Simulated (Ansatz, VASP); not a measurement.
**Two plane-wave programs on PbS**

```xyz
2
Lattice="3.9412 0.0000 0.0000 -1.9706 3.4132 0.0000 0.0000 0.0000 3.7239" Properties=species:S:1:pos:R:3 pbc="T T T"
Pb    0.0000    0.0000    0.0000
S     1.9706    1.1377    1.8619
```

Alike in both runs: functional LDA; k mesh 6 × 6 × 6; occupations fermi-dirac, width 0.05 eV; no spin polarisation.

Ansatz relaxed the structure, and its values are those at the end. VASP's run is a single point on that final structure, the one shown.

|  | VASP | Ansatz |
| --- | --- | --- |
| version | VASP 6.6.1 | Ansatz 0.2.0 |
| potentials or method | VASP PAW LDA potentials, release 64 (Pb_d, S) | plane waves, PAW |
| plane-wave cutoff (eV) | 520 | 420 |
| valence electrons in the cell | 20 | 20 |

```csv
,VASP,Ansatz,Ansatz less VASP
pressure (GPa),0.0,0.0,-0.05
```

LDA's correlation is that of Perdew and Zunger in VASP and of Perdew and Wang (1992) in Ansatz.

Spin-orbit coupling is off throughout.
